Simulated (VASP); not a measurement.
Write the native input for VASP 6.6.1 that does the following.

- Task: single point
- Functional: PBE
- Potentials or basis: VASP PAW PBE potentials, release 64 (Hf_pv, Ti_sv, Ge_d)
- Cutoff: 500 eV
- k mesh: 4 × 4 × 4
- Occupations: gaussian, width 0.1 eV
- Spin: no spin polarisation
- Dipole correction: no
- Further INCAR settings: ALGO = Normal; EDIFF = 1e-06; NBANDS = 47

The structure of HfTi2Ge3 lies in POSCAR:

```
HfTi2Ge3
1.0
    3.7628721684      0.0000000000      0.0000000000
    0.0000000000      3.7628721684      0.0000000000
    0.0000000000      0.0000000000      7.3974320570
Hf Ti Ge
1 2 3
Direct
    0.5000000000      0.5000000000      0.0000000000
    0.5000000000      0.0000000000      0.6448156403
    0.0000000000      0.5000000000      0.3551843597
    0.5000000000      0.0000000000      0.2955582562
    0.0000000000      0.5000000000      0.7044417438
    0.0000000000      0.0000000000      0.0000000000
```

The input as run:

INCAR

```
SYSTEM = HfTi2Ge3
PREC = Accurate ; ENCUT = 500
EDIFF = 1E-6 ; ISMEAR = 0
SIGMA = 0.1 ; LREAL = .FALSE.
LASPH = .TRUE. ; NELM = 120
ALGO = Normal ; ISIF = 2
LWAVE = .FALSE. ; LCHARG = .FALSE.
GGA = PE ; NBANDS = 47
GGA_COMPAT = .FALSE.
```

KPOINTS

```
Automatic mesh
0
G
  4 4 4
  0 0 0
```

Potentials or basis: VASP PAW PBE potentials, release 64 (Hf_pv, Ti_sv, Ge_d).

Launch:

```console
$ cat potpaw_PBE.64/Hf_pv/POTCAR potpaw_PBE.64/Ti_sv/POTCAR potpaw_PBE.64/Ge_d/POTCAR > POTCAR
$ mpirun -np 1 vasp_std > vasp.out
```

Results of the run:

| Quantity | Value |
| --- | --- |
| Pressure | 0.3 GPa |
| Largest force | 0.099 eV/Å |
| Band gap on the k mesh | zero (band 38 reaches 8.02 eV, above the bottom of band 39 at 6.84 eV) |

Caveat: the k points lie up to 0.42 Å⁻¹ apart; spin-orbit coupling is left out, which moves the levels of the heavy elements.

Run time: 42 s on 1 thread of Intel(R) Xeon(R) 6975P-C (Granite Rapids), on a shared host, peak memory 0.23 GiB.
